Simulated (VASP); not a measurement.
Set up this calculation in VASP 6.6.1, as the native input.

```
Task                   : single point
Functional             : r2SCAN
Potentials or basis    : VASP PAW PBE potentials, release 64 (Sb)
Cutoff                 : 520 eV
k mesh                 : 8 × 8 × 8
Occupations            : fermi-dirac, width 0.02 eV
Spin                   : no spin polarisation
Dipole correction      : no
Further INCAR settings : ALGO = Normal; EDIFF = 1e-06; NBANDS = 12
```

The system is Sb.

```xyz
2
Lattice="2.1647 1.2498 3.8274 -2.1647 1.2498 3.8274 0.0000 -2.4996 3.8274" Properties=species:S:1:pos:R:3 pbc="T T T"
Sb    0.0000    0.0000    2.6583
Sb    0.0000    0.0000    8.8239
```

The input as run:

POSCAR

```
Sb
1.0
    2.1647005608      1.2497904515      3.8274104700
   -2.1647005608      1.2497904515      3.8274104700
    0.0000000000     -2.4995809030      3.8274104700
Sb
2
Direct
    0.2315156436      0.2315156436      0.2315156436
    0.7684843564      0.7684843564      0.7684843564
```

INCAR.step1

```
SYSTEM = Sb
PREC = Accurate
ENCUT = 520
ISMEAR = -1
SIGMA = 0.02
LREAL = .FALSE.
LASPH = .TRUE.
NELM = 100
NBANDS = 12
GGA = PE
ALGO = Normal
EDIFF = 1E-4
LWAVE = .TRUE.
LCHARG = .FALSE.
```

INCAR.step2

```
SYSTEM = Sb
PREC = Accurate
ENCUT = 520
EDIFF = 1E-6
ISMEAR = -1
SIGMA = 0.02
LREAL = .FALSE.
LASPH = .TRUE.
NELM = 100
ALGO = Normal
ISIF = 2
LWAVE = .FALSE.
LCHARG = .FALSE.
METAGGA = R2SCAN
LMIXTAU = .TRUE.
NBANDS = 12
ISTART = 1
```

KPOINTS

```
Automatic mesh
0
G
  8 8 8
  0 0 0
```

Potentials or basis: VASP PAW PBE potentials, release 64 (Sb).

The run is started by

```sh
$ cat potpaw_PBE.64/Sb/POTCAR > POTCAR
$ cp INCAR.step1 INCAR
$ mpirun -np 1 vasp_std > vasp.out
$ cp INCAR.step2 INCAR
$ mpirun -np 1 vasp_std > vasp.out
```

Results of the run:

```yaml
Pressure: 0.9 GPa
Largest_force: 0.114 eV/Å
Band_gap_on_the_k_mesh: zero (band 5 reaches 7.06 eV, above the bottom of band 6 at 6.81 eV)
```

Caveat: the PAW data sets were made with another functional, which shifts forces and pressure a little; spin-orbit coupling is left out, which moves the levels of the heavy elements.

Run time: 2.1 min on 1 thread of Intel(R) Xeon(R) Platinum 8375C CPU @ 2.90GHz (Ice Lake), with other jobs on the host, peak memory 0.23 GiB.
